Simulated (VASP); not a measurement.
SnTeO4:

```
Sn Te O
1.0
    -3.25090    3.25090    2.93808
     3.25090   -3.25090    2.93808
     3.25090    3.25090   -2.93808
Sn Te O
1 1 4
Direct
  0.00000 0.00000 0.00000
  0.50000 0.50000 0.00000
  0.92697 0.42697 0.85393
  0.57303 0.07303 0.14607
  0.07303 0.92697 0.50000
  0.42697 0.57303 0.50000
```

The cell was generated, and may not be a known phase.

```yaml
Program: VASP 6.6.1
Task: relaxation of cell and atoms
Functional: PBE
Potentials_or_basis: VASP PAW PBE potentials, release 64 (Sn_d, Te, O)
Cutoff: 600 eV
k_mesh: 4 × 4 × 4
Occupations: gaussian, width 0.1 eV
Spin: no spin polarisation
```

At the start: pressure -18.5 GPa; volume 20.70 Å³/atom.

Task: Where does the relaxation end?

Result: Over 10 steps the energy falls by 1263.6 meV/atom and the volume is 12.30 Å³/atom (-40.6 %); space group I422 (No. 97, to 0.1 Å) before and after.

The path:
```
step  energy change (eV)  largest force (eV/Å)  pressure (GPa)  volume (Å³)
   1              0.0000                0.7746          -18.53       124.20
   2             -6.4040                0.7761          -15.95        85.28
   3             -7.4334                0.5696           -2.30        73.66
   4             -7.4493                0.5102            1.89        71.61
   5             -7.4509                0.5373           -0.03        72.50
   6             -7.5026                0.4044           -0.44        72.89
   7             -7.5582                0.1035           -1.30        74.01
   8             -7.5813                0.0062            0.53        73.50
   9             -7.5813                0.0060            0.53        73.50
  10             -7.5818                0.0123           -0.04        73.80
```

Final structure:
```yaml
crystal:
  lattice:
    - [-2.53912, 2.53912, 2.86165]
    - [2.53912, -2.53912, 2.86165]
    - [2.53912, 2.53912, -2.86165]
  atoms:
    - { symbol: Sn, position: [0.00000, 0.00000, 0.00000] }
    - { symbol: Te, position: [0.50000, 0.50000, 0.00000] }
    - { symbol: O, position: [0.95148, 0.45148, 0.90296] }
    - { symbol: O, position: [0.54852, 0.04852, 0.09704] }
    - { symbol: O, position: [0.04852, 0.95148, 0.50000] }
    - { symbol: O, position: [0.45148, 0.54852, 0.50000] }
```

Caveat: the k points lie up to 0.41 Å⁻¹ apart in the final cell, too coarse for converged energies and pressures of a metal; the volume moved by over 15 % at a fixed basis, so the end points are rough.
